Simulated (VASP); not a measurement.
# In (Im-3m) in VASP: a series of runs, part 2 of 2

VASP 6.6.1. Earlier steps stand in the parts before.

## (4) Single point, PBEsol (volume scaled by 0.55)

INCAR

```
ALGO = Normal
EDIFF = 1E-6
ENCUT = 520
GGA = PS
ISIF = 2
ISMEAR = -1
LASPH = T
LCHARG = F
LREAL = F
LWAVE = F
NBANDS = 12
NELM = 60
PREC = Accurate
SIGMA = 0.1
```

KPOINTS

```
k-points
0
Gamma
  16 16 16
```

POSCAR

```
In
1.0
   -1.5259029570      1.5259029570      1.5259029570
    1.5259029570     -1.5259029570      1.5259029570
    1.5259029570      1.5259029570     -1.5259029570
In
1
Direct
    0.0000000000      0.0000000000      0.0000000000
```

Started as:

```sh
$ cat potpaw_PBE.64/In_d/POTCAR > POTCAR
$ mpirun -np 1 vasp_std > vasp.out
```

Run time: 18 s. Hardware: 1 thread of Intel Xeon Platinum 8259CL at 2.50GHz (Skylake/Cascade Lake), shared host; peak memory 0.14 GiB.

The run converged. Its results:

```yaml
Free_energy: -0.5577 eV
Pressure: 121.0 GPa
```

Levels at points of the mesh, in eV from the Fermi level:
| k point | band 3 | band 4 | band 5 | band 6 | band 7 | band 8 | band 9 | band 10 |
| --- | --- | --- | --- | --- | --- | --- | --- | --- |
| (0.00, 0.00, 0.00) | -16.82 | -15.70 | -15.68 | -15.68 | 13.58 | 13.58 | 13.58 | 19.54 |
| (0.50, 0.00, 0.00) | -15.73 | -15.62 | -14.90 | -7.00 | -3.97 | 8.30 | 8.86 | 14.21 |
| (0.50, 0.50, 0.50) | -15.09 | -15.09 | -15.09 | 0.60 | 0.60 | 0.60 | 6.71 | 6.76 |

Caveat: the PAW data sets were made with another functional, which shifts forces and pressure a little; spin-orbit coupling is left out, which moves the levels of the heavy elements.

## (5) Single point, PBEsol (volume scaled by 0.55)

INCAR

```
SYSTEM = In
ALGO = Normal ; EDIFF = 1E-7
ENCUT = 520 ; GGA = PS
ISIF = 2 ; ISMEAR = -1
LASPH = .TRUE. ; LCHARG = .TRUE.
LELF = .TRUE. ; LREAL = .FALSE.
LVHAR = .TRUE. ; LWAVE = .FALSE.
NBANDS = 12 ; NELM = 100
PREC = Accurate ; SIGMA = 0.1
```

KPOINTS

```
k-points
0
G
  16 16 16
  0 0 0
```

POSCAR is that of step 4.

Potentials or basis: VASP PAW PBE potentials, release 64 (In_d).

Started as:

```sh
$ cat potpaw_PBE.64/In_d/POTCAR > POTCAR
$ mpirun -np 1 vasp_std > vasp.out
```

OUTCAR:

```text
SYSTEM = In
   EDIFF = 1E-7
   ENCUT = 520
   GGA = PS
   ISIF = 2
   ISMEAR = -1
   LASPH = .TRUE.
   LREAL = .FALSE.
   NELM = 100
   PREC = Accurate

 ion  position               nearest neighbor table
   1  0.000  0.000  0.000-

  LATTYP: Found a body centered cubic cell.
 ALAT       =     3.0518059140

  Lattice vectors:

 A1 = (  -1.5259029570,   1.5259029570,   1.5259029570)
 A2 = (   1.5259029570,  -1.5259029570,   1.5259029570)
[... 538 lines left out ...]
     12      38.8588      0.00000

 [... further k-points ...]

------------------------ aborting loop because EDIFF is reached ----------------------------------------

  FORCE on cell =-STRESS in cart. coord.  units (eV):
  Direction    XX          YY          ZZ          XY          YZ          ZX
  --------------------------------------------------------------------------------------
  -------------------------------------------------------------------------------------
  Total       10.7290385     10.7290385     10.7290385      0.0000000      0.0000000      0.0000000
  in kB     1209.5690034   1209.5690034   1209.5690034      0.0000000      0.0000000      0.0000000
  external PRESSURE =    1209.5690034 kB  Pullay stress =       0.0000000 kB

 VOLUME and BASIS-vectors are now :
 -----------------------------------------------------------------------------
  energy-cutoff  :      520.00
  volume of cell :       14.21
      direct lattice vectors                 reciprocal lattice vectors
    -1.525902957  1.525902957  1.525902957     0.000000000  0.327674835  0.327674835
     1.525902957 -1.525902957  1.525902957     0.327674835  0.000000000  0.327674835
     1.525902957  1.525902957 -1.525902957     0.327674835  0.327674835  0.000000000

 POSITION                                       TOTAL-FORCE (eV/Angst)
 -----------------------------------------------------------------------------------
      0.00000      0.00000      0.00000        -0.000000      0.000000     -0.000000
 -----------------------------------------------------------------------------------
    total drift:                                0.000000     -0.000000      0.000000

  FREE ENERGIE OF THE ION-ELECTRON SYSTEM (eV)
  ---------------------------------------------------
  free  energy   TOTEN  =        -0.5576651957 eV

  energy  without entropy=       -0.5461981468  energy(sigma->0) =       -0.55193167
```

stdout:

```text
POSCAR found type information on POSCAR In
 POSCAR found :  1 types and       1 ions
 scaLAPACK will be used
 -----------------------------------------------------------------------------
|                                                                             |
|                                                                             |
|     You enforced a specific xc type in the INCAR file but a different       |
|     I HOPE YOU KNOW WHAT YOU ARE DOING!                                     |
|                                                                             |
 -----------------------------------------------------------------------------

 LDA part: xc-table for (Slater+PW92), standard interpolation
 POSCAR, INCAR and KPOINTS ok, starting setup
 FFT: planning ... GRIDC
 FFT: planning ... GRID_SOFT
 FFT: planning ... GRID
 WAVECAR not read
 entering main loop
```

Wall time 19 s (1 thread of Intel Xeon Platinum 8259CL at 2.50GHz (Skylake/Cascade Lake), shared host); peak memory 0.14 GiB.

Results:

```
Free energy : -0.5577 eV
Pressure    : 121.0 GPa
```

Caveat: the PAW data sets were made with another functional, which shifts forces and pressure a little; spin-orbit coupling is left out, which moves the levels of the heavy elements.

## (6) Single point, PBEsol (volume scaled by 0.65)

INCAR

```
ALGO = Normal
EDIFF = 1E-6
ENCUT = 520
GGA = PS
ISIF = 2
ISMEAR = -1
LASPH = T
LCHARG = F
LREAL = F
LWAVE = F
NBANDS = 12
NELM = 60
PREC = Accurate
SIGMA = 0.1
```

KPOINTS

```
k-points
0
Gamma
  16 16 16
```

POSCAR

```
In
1.0
   -1.6132826765      1.6132826765      1.6132826765
    1.6132826765     -1.6132826765      1.6132826765
    1.6132826765      1.6132826765     -1.6132826765
In
1
Direct
    0.0000000000      0.0000000000      0.0000000000
```

Potentials or basis: VASP PAW PBE potentials, release 64 (In_d).

Started as:

```sh
$ cat potpaw_PBE.64/In_d/POTCAR > POTCAR
$ mpirun -np 1 vasp_std > vasp.out
```

OUTCAR:

```text
EDIFF = 1E-6
   ENCUT = 520
   GGA = PS
   ISIF = 2
   ISMEAR = -1
   LASPH = T
   LREAL = F
   NELM = 60
   PREC = Accurate

 ion  position               nearest neighbor table
   1  0.000  0.000  0.000-

  LATTYP: Found a body centered cubic cell.
 ALAT       =     3.2265653530

  Lattice vectors:

 A1 = (  -1.6132826765,   1.6132826765,   1.6132826765)
 A2 = (   1.6132826765,  -1.6132826765,   1.6132826765)
 A3 = (   1.6132826765,   1.6132826765,  -1.6132826765)

Analysis of symmetry for initial positions (statically):
=====================================================================
 Subroutine PRICEL returns:
 Original cell was already a primitive cell.

 Routine SETGRP: Setting up the symmetry group for a
 body centered cubic supercell.

 Subroutine GETGRP returns: Found 48 space group operations
 (whereof 48 operations were pure point group operations)
 out of a pool of 48 trial point group operations.

The static configuration has the point symmetry O_h .

Analysis of symmetry for dynamics (positions and initial velocities):
=====================================================================
 Subroutine PRICEL returns:
 Original cell was already a primitive cell.

 Routine SETGRP: Setting up the symmetry group for a
 body centered cubic supercell.

 Subroutine GETGRP returns: Found 48 space group operations
 (whereof 48 operations were pure point group operations)
 out of a pool of 48 trial point group operations.

The dynamic configuration has the point symmetry O_h .

 Subroutine INISYM returns: Found 48 space group operations
 (whereof 48 operations are pure point group operations),
 and found     1 'primitive' translations

----------------------------------------------------------------------------------------

                                     Primitive cell

  volume of cell :      16.7954

  direct lattice vectors                    reciprocal lattice vectors
    -1.613282676  1.613282676  1.613282676     0.000000000  0.309927087  0.309927087
     1.613282676 -1.613282676  1.613282676     0.309927087  0.000000000  0.309927087
     1.613282676  1.613282676 -1.613282676     0.309927087  0.309927087  0.000000000

  length of vectors
     2.794287563  2.794287563  2.794287563     0.438303089  0.438303089  0.438303089

  position of ions in fractional coordinates (direct lattice)
     0.000000000  0.000000000  0.000000000

  ion indices of the primitive-cell ions
   primitive index   ion index
                 1           1

----------------------------------------------------------------------------------------

 KPOINTS: k-points

Automatic generation of k-mesh.
 Grid dimensions read from file:
 generate k-points for:   16   16   16

 Generating k-lattice:

  Cartesian coordinates                     Fractional coordinates (reciprocal lattice)
     0.000000000  0.019370443  0.019370443     0.062500000  0.000000000  0.000000000
     0.019370443  0.000000000  0.019370443     0.000000000  0.062500000  0.000000000
     0.019370443  0.019370443  0.000000000     0.000000000  0.000000000  0.062500000

  Length of vectors
     0.027393943  0.027393943  0.027393943

  Shift w.r.t. Gamma in fractional coordinates (k-lattice)
     0.000000000  0.000000000  0.000000000

 Subroutine IBZKPT returns following result:
 ===========================================

 Found    145 irreducible k-points:

 Following reciprocal coordinates:
            Coordinates               Weight
  0.000000  0.000000  0.000000      1.000000
  0.062500  0.000000  0.000000     12.000000
  0.125000  0.000000  0.000000     12.000000
  0.187500  0.000000  0.000000     12.000000
  0.250000  0.000000  0.000000     12.000000
  0.312500  0.000000  0.000000     12.000000
[... 16 lines left out ...]
  0.187500  0.187500  0.000000     24.000000
  0.250000  0.187500 -0.000000     48.000000
 [... further k-points ...]
   k-points           NKPTS =    145   k-points in BZ     NKDIM =    145   number of bands    NBANDS=     12
   number of dos      NEDOS =    301   number of ions     NIONS =      1
   total plane-waves  NPLWV =  13824
   dimension x,y,z NGX =    24 NGY =   24 NGZ =   24
   dimension x,y,z NGXF=    48 NGYF=   48 NGZF=   48
   ions per type =               1
   NGX,Y,Z   is equivalent  to a cutoff of  14.28, 14.28, 14.28 a.u.
   NGXF,Y,Z  is equivalent  to a cutoff of  28.56, 28.56, 28.56 a.u.
 SYSTEM =  unknown system
   PREC   = accura    normal or accurate (medium, high low for compatibility)
   ISTART =      0    job   : 0-new  1-cont  2-samecut
   ICHARG =      2    charge: 1-file 2-atom 10-const
   ISPIN  =      1    spin polarized calculation?
   LNONCOLLINEAR =      F non collinear calculations
   LSORBIT =      F    spin-orbit coupling
   LASPH  =      T    aspherical Exc in radial PAW
   ENCUT  =  520.0 eV  38.22 Ry    6.18 a.u.   5.20  5.20  5.20*2*pi/ulx,y,z
   NELM   =     60;   NELMIN=  2; NELMDL= -5     # of ELM steps
   EDIFF  = 0.1E-05   stopping-criterion for ELM
   LREAL  =      F    real-space projection
   EDIFFG = 0.1E-04   stopping-criterion for IOM
   NSW    =      0    number of steps for IOM
   IBRION =     -1    ionic relax: 0-MD 1-quasi-New 2-CG
   NFREE  =      0    steps in history (QN), initial steepest desc. (CG)
   ISIF   =      2    stress and relaxation
   ISYM   =      2    0-nonsym 1-usesym 2-fastsym
   POTIM  = 0.5000    time-step for ionic-motion
   TEBEG  =    0.0;   TEEND  =   0.0 temperature during run
   PSTRESS=    0.0 pullay stress
   NELECT =      13.0000    total number of electrons
   NUPDOWN=      -1.0000    fix difference up-down
   EMIN   =  10.00;   EMAX   =-10.00  energy-range for DOS
   EFERMI =   0.00;   METHOD = LEGACY
   ISMEAR =    -1;   SIGMA  =   0.10  broadening in eV -4-tet -1-fermi 0-gaus
   EFERMI_NEDOS =   21; number of points for ismear=-14 and -15
   IALGO  =     38    algorithm
   IMIX   =      4    mixing-type and parameters
     AMIX     =   0.40;   BMIX     =  1.00
     AMIX_MAG =   1.60;   BMIX_MAG =  1.00
  volume/ion in A,a.u.               =      16.80       113.34
  Fermi-wavevector in a.u.,A,eV,Ry     =   1.503115  2.840475 30.740378  2.259354
  Thomas-Fermi vector in A             =   2.614267
   LORBIT       =      0    0 simple, 1 ext, 2 COOP (PROOUT), +10 PAW based schemes
   GGA     = PS    functional components
   LHFCALC =     F    Hartree Fock is set to
   AEXX    =    0.0000 exact exchange contribution
   IVDW    =     0    specifies the selected vdW correction
   LEPSILON=     F    determine dielectric tensor
   LRPA    =     F    only Hartree local field effects (RPA)
 non-spin polarized calculation
  energy-cutoff  :      520.00
  volume of cell :       16.80
 maximum number of plane-waves:       466
 NGX is ok and might be reduce to    24
   NGX = 11   NGY = 11   NGZ = 11

 number of electron      12.9999996 magnetization

 Free energy of the ion-electron system (eV)
  ---------------------------------------------------
  ext. energy  EPLUGINS =         0.00000000
  ---------------------------------------------------
  free energy    TOTEN  =        -1.93006065 eV

  energy without entropy =       -1.91720116  energy(sigma->0) =       -1.92363090

 E-fermi :  13.9262     XC(G=0): -12.7073

 val. band max:       13.8347981627   @ k =   0.3750   0.0000   0.0000
 cond. band min:      13.9464534658   @ k =  -0.3750   0.3750   0.0625
 fundamental gap:      0.1116553032
 Fermi energy:        13.9261888328

 k-point     1 :       0.0000    0.0000    0.0000
  band No.  band energies     occupation
      1      -1.9053      2.00000
      2      -1.9053      2.00000
      3      -1.9053      2.00000
      4      -1.1053      2.00000
      5      -1.1053      2.00000
      6       0.3387      2.00000
      7      27.6969      0.00000
      8      27.6969      0.00000
      9      27.6969      0.00000
     10      30.8137      0.00000
     11      30.8137      0.00000
     12      30.8137      0.00000
[... 331 lines left out ...]
 k-point    24 :       0.2500    0.1875   -0.0000
  band No.  band energies     occupation
      1      -2.1759      2.00000
      2      -1.9372      2.00000
      3      -1.2513      2.00000
      4      -1.2292      2.00000
      5      -0.9557      2.00000
      6       5.4511      2.00000
      7      15.7854      0.00000
      8      17.7311      0.00000
      9      22.7731      0.00000
     10      28.4041      0.00000
     11      30.9256      0.00000
     12      33.7230      0.00000

 [... further k-points ...]

------------------------ aborting loop because EDIFF is reached ----------------------------------------

  FORCE on cell =-STRESS in cart. coord.  units (eV):
  Direction    XX          YY          ZZ          XY          YZ          ZX
  --------------------------------------------------------------------------------------
  -------------------------------------------------------------------------------------
  Total        5.9698353      5.9698353      5.9698353     -0.0000000     -0.0000000     -0.0000000
  in kB      569.4840046    569.4840046    569.4840046     -0.0000000     -0.0000000     -0.0000000
  external PRESSURE =     569.4840046 kB  Pullay stress =       0.0000000 kB

 VOLUME and BASIS-vectors are now :
 -----------------------------------------------------------------------------
  energy-cutoff  :      520.00
  volume of cell :       16.80
      direct lattice vectors                 reciprocal lattice vectors
    -1.613282676  1.613282676  1.613282676     0.000000000  0.309927087  0.309927087
     1.613282676 -1.613282676  1.613282676     0.309927087  0.000000000  0.309927087
     1.613282676  1.613282676 -1.613282676     0.309927087  0.309927087  0.000000000

 POSITION                                       TOTAL-FORCE (eV/Angst)
 -----------------------------------------------------------------------------------
      0.00000      0.00000      0.00000        -0.000000      0.000000     -0.000000
 -----------------------------------------------------------------------------------
    total drift:                               -0.000000      0.000000     -0.000000

  FREE ENERGIE OF THE ION-ELECTRON SYSTEM (eV)
  ---------------------------------------------------
  free  energy   TOTEN  =        -1.9300606534 eV

  energy  without entropy=       -1.9172011556  energy(sigma->0) =       -1.92363090
```

OSZICAR:

```text
N       E                     dE             d eps       ncg     rms          rms(c)
DAV:   1     0.781147474708E+02    0.78115E+02   -0.61681E+03  3568   0.157E+03
DAV:   2     0.108957597515E+01   -0.77025E+02   -0.74684E+02  3672   0.304E+02
DAV:   3    -0.199611619068E+01   -0.30857E+01   -0.30703E+01  4080   0.628E+01
DAV:   4    -0.205259404956E+01   -0.56478E-01   -0.56457E-01  4216   0.779E+00
DAV:   5    -0.205504967222E+01   -0.24556E-02   -0.24555E-02  4744   0.152E+00    0.591E+00
DAV:   6    -0.196037106881E+01    0.94679E-01   -0.10840E-01  4448   0.854E+00    0.287E+00
DAV:   7    -0.193287471140E+01    0.27496E-01   -0.33408E-02  5612   0.440E+00    0.565E-01
DAV:   8    -0.193005763240E+01    0.28171E-02   -0.17798E-03  4180   0.820E-01    0.647E-02
DAV:   9    -0.193005941013E+01   -0.17777E-05   -0.22344E-05  4964   0.695E-02    0.193E-02
DAV:  10    -0.193006112945E+01   -0.17193E-05   -0.71252E-07  3120   0.176E-02    0.553E-03
DAV:  11    -0.193006065335E+01    0.47610E-06   -0.44761E-07  2228   0.953E-03
   1 F= -.19300607E+01 E0= -.19236309E+01  d E =-.128595E-01
```

stdout:

```text
POSCAR found type information on POSCAR In
 POSCAR found :  1 types and       1 ions
 scaLAPACK will be used
 -----------------------------------------------------------------------------
|                                                                             |
|                                                                             |
|     You enforced a specific xc type in the INCAR file but a different       |
|     I HOPE YOU KNOW WHAT YOU ARE DOING!                                     |
|                                                                             |
 -----------------------------------------------------------------------------

 LDA part: xc-table for (Slater+PW92), standard interpolation
 POSCAR, INCAR and KPOINTS ok, starting setup
 FFT: planning ... GRIDC
 FFT: planning ... GRID_SOFT
 FFT: planning ... GRID
 WAVECAR not read
 entering main loop
```

Run time: 19 s. Hardware: 1 thread of Intel Xeon Platinum 8259CL at 2.50GHz (Skylake/Cascade Lake), shared host; peak memory 0.16 GiB.

Results:

| Property | Result |
| --- | --- |
| Free energy | -1.9301 eV |
| Pressure | 56.9 GPa |

Caveat: the PAW data sets were made with another functional, which shifts forces and pressure a little; spin-orbit coupling is left out, which moves the levels of the heavy elements.

## (7) Overview

| cell | gap on the mesh (eV) | pressure (GPa) |
| --- | --- | --- |
| a = 2.472 Å, angles 109.5°, 1 atom | none | 268.1 |
| a = 2.643 Å, angles 109.5°, 1 atom | none | 121.0 |
| a = 2.794 Å, angles 109.5°, 1 atom | none | 56.9 |

Alike in all rows: task single point; level PBEsol; potentials or basis VASP PAW PBE potentials, release 64 (In_d); no spin polarisation; k mesh 16 × 16 × 16; cutoff (eV) 520; smearing fermi-dirac 0.1 eV.

Caveats: the PAW data sets were made with another functional, which shifts forces and pressure a little; spin-orbit coupling is left out, which moves the levels of the heavy elements.

Absolute energies hang on the potentials; compare differences alone.
